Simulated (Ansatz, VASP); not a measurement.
TiO2 in VASP and in Ansatz

The input INCAR:

```
ALGO     = Normal         # electronic algorithm
EDIFF    = 1E-7           # SCF threshold, eV
EDIFFG   = -0.01          # ionic threshold
ENCUT    = 600            # plane-wave cutoff, eV
GGA      = PE             # functional
IBRION   = 2              # ionic algorithm
ISIF     = 3              # what is computed and relaxed
ISMEAR   = 0              # smearing method
LASPH    = T              # aspherical terms in the spheres
LCHARG   = F              # write CHGCAR
LREAL    = F              # projectors in reciprocal space
LWAVE    = F              # write WAVECAR
NELM     = 60             # most SCF steps
NSW      = 80             # ionic steps
PREC     = Accurate       # precision mode
SIGMA    = 0.02           # smearing width, eV
```

Contents of KPOINTS:

```
k-points
0
Gamma
  6 6 6
```

POSCAR

```
TiO2
1.0
   -2.9654130727      2.9654130727      4.2024999322
    2.9654130727     -2.9654130727      4.2024999322
    2.9654130727      2.9654130727     -4.2024999322
Ti O
2 4
Direct
    0.0000000000      0.0000000000      0.0000000000
    0.7500000000      0.2500000000      0.5000000000
    0.3750000000      0.1269062642      0.2519062642
    0.8769062642      0.6250000000      0.7519062642
    0.8730937358      0.1250000000      0.2480937358
    0.8750000000      0.1230937358      0.7480937358
```

Input for Ansatz:

```yaml
crystal:
  lattice:
    - [-2.9654130727, 2.9654130727, 4.2024999322]
    - [2.9654130727, -2.9654130727, 4.2024999322]
    - [2.9654130727, 2.9654130727, -4.2024999322]
  atoms:
    - { symbol: Ti, position: [0.0, 0.0, 0.0] }
    - { symbol: Ti, position: [0.75, 0.25, 0.5] }
    - { symbol: O, position: [0.375, 0.1269062642, 0.2519062642] }
    - { symbol: O, position: [0.8769062642, 0.625, 0.7519062642] }
    - { symbol: O, position: [0.8730937358, 0.125, 0.2480937358] }
    - { symbol: O, position: [0.875, 0.1230937358, 0.7480937358] }
basis:
  ecutwfc: 420
kpoints:
  mp_grid: { grid: [6, 6, 6] }
hamiltonian:
  xc: pbe
scf:
  occupations: { method: gaussian, width: 0.02 }
output:
  forces: true
  stress: true
  eigenvalues: true
relax:
  adjacent_minimum: "off"
  f_tol: 0.01
  max_steps: 60
  cell: { stress_tol: 0.1 }
```

Alike in both runs: task relaxation of cell and atoms; functional PBE; k mesh 6 × 6 × 6; occupations gaussian, width 0.02 eV; no spin polarisation.

|  | VASP | Ansatz |
| --- | --- | --- |
| version | VASP 6.6.1 | Ansatz 0.2.0 |
| potentials or method | VASP PAW PBE potentials, release 64 (Ti_sv, O), cutoff 600 eV | scalar-relativistic, plane waves, PAW |
| valence electrons in the cell | 48 | 48 |

```csv
,VASP,Ansatz,Ansatz less VASP
"gap on the k mesh at the Fermi level, each at its own relaxed structure (eV)",3.24,3.27,+0.036
relaxed volume (Å³/atom),24.70,24.64,-0.062
relaxed cell length with the largest relative difference (Å),5.942,5.937,-0.0048
```
